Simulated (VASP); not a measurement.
Runs of VASP 6.6.1 on In3As. The structure is that of space group Pm-3m (No. 221), or close to it. The cells are those of the table. 

| cell | further INCAR settings | gap on the mesh (eV) | pressure (GPa) |
| --- | --- | --- | --- |
| a = 4.602, b = 4.464 Å, 4 atoms | ALGO = Fast; EDIFF = 1e-07; NBANDS = 30 | none | (a) |
| a = 4.602, b = 4.556 Å, 4 atoms | ALGO = Fast; EDIFF = 1e-06; NBANDS = 30 | none | 0.5 |
| a = 4.602, b = 4.418 Å, 4 atoms | ALGO = Fast; EDIFF = 1e-07; NBANDS = 30 | none | 2.1 |
| a = 4.602, b = 4.510 Å, 4 atoms | ALGO = Fast; EDIFF = 1e-07; NBANDS = 30 | none | (b) |
| a = 4.602, b = 4.786 Å, 4 atoms | ALGO = Fast; EDIFF = 1e-07; NBANDS = 30 | none | -1.7 |

Alike in all rows: task single point; level PBE+D3(BJ); potentials or basis VASP PAW PBE potentials, release 64 (In_d, As); no spin polarisation; k mesh 10 × 10 × 10; cutoff (eV) 520; smearing gaussian 0.15 eV.

Question: Estimate the missing entries.

Answer: (a) 1.5; (b) 1.0.

Caveats: spin-orbit coupling is left out, which moves the levels of the heavy elements; pairwise dispersion overbinds metals, which lowers pressure and volume.

A k mesh can miss the band edges, and the runs leave out spin-orbit coupling on As, In.

A gap of «none» marks levels without a gap at the run's occupations.
